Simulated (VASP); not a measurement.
Write the native input for VASP 6.6.1 that does the following.

| Property | Result |
| --- | --- |
| Task | single point |
| Functional | PBE |
| Potentials or basis | VASP PAW PBE potentials, release 64 (Sc_sv, B, N) |
| Cutoff | 520 eV |
| k mesh | 6 × 6 × 2 |
| Occupations | gaussian, width 0.1 eV |
| Spin | collinear spin, ferromagnetic start |
| Starting moments | [0.0, 0.0, 0.0, 0.0, 0.0, 1.0] μB |
| Dipole correction | no |
| Further INCAR settings | ALGO = Normal; EDIFF = 1e-06; NBANDS = 35 |

The structure of Sc3B2N lies in POSCAR:

```
Sc3B2N
1.0
    3.4480768300      0.0000000000      0.0000000000
   -1.7240384100      2.9861221200      0.0000000000
    0.0000000000      0.0000000000      7.7993314400
Sc B N
3 2 1
Direct
    0.3333333300      0.6666666700      0.0000000000
    0.6666666700      0.3333333300      0.0000000000
    0.0000000000      0.0000000000      0.0000000000
    0.0000000000      0.0000000000      0.7977571700
    0.0000000000      0.0000000000      0.2022428300
    0.0000000000      0.0000000000      0.5000000000
```

The cell was built from a structure type or drawn by symmetry, and may not be a known phase.

One way to write it, as run:

INCAR

```
SYSTEM = Sc3B2N
PREC = Accurate
ENCUT = 520
EDIFF = 1E-6
ISMEAR = 0
SIGMA = 0.1
LREAL = .FALSE.
LASPH = .TRUE.
NELM = 150
ALGO = Normal
ISIF = 2
LWAVE = .FALSE.
LCHARG = .FALSE.
ISPIN = 2
MAGMOM = 0 0 0 0 0 1
LORBIT = 11
LMAXMIX = 4
GGA = PE
NBANDS = 35
```

KPOINTS

```
regular mesh
0
G
  6 6 2
  0 0 0
```

Potentials or basis: VASP PAW PBE potentials, release 64 (Sc_sv, B, N).

Run with:

```sh
$ cat potpaw_PBE.64/Sc_sv/POTCAR potpaw_PBE.64/B/POTCAR potpaw_PBE.64/N/POTCAR > POTCAR
$ mpirun -np 1 vasp_std > vasp.out
```

It gave:

```
Pressure      : 104.5 GPa
Largest force : 13.767 eV/Å
Net moment    : 1.76 μB per cell
Site moments  : Sc -0.03, -0.02 (each value once); B -0.07; N +1.36 μB
```

Caveat: the k points lie up to 0.40 Å⁻¹ apart; atoms lie so close that the PAW spheres overlap strongly, which falsifies energies and pressures; forces of over 1 eV/Å act on the atoms, so gaps and moduli don't describe the material at rest.

Wall time 98 s on 1 thread of Intel(R) Xeon(R) 6975P-C (Granite Rapids), with other jobs on the host, peak memory 0.27 GiB.
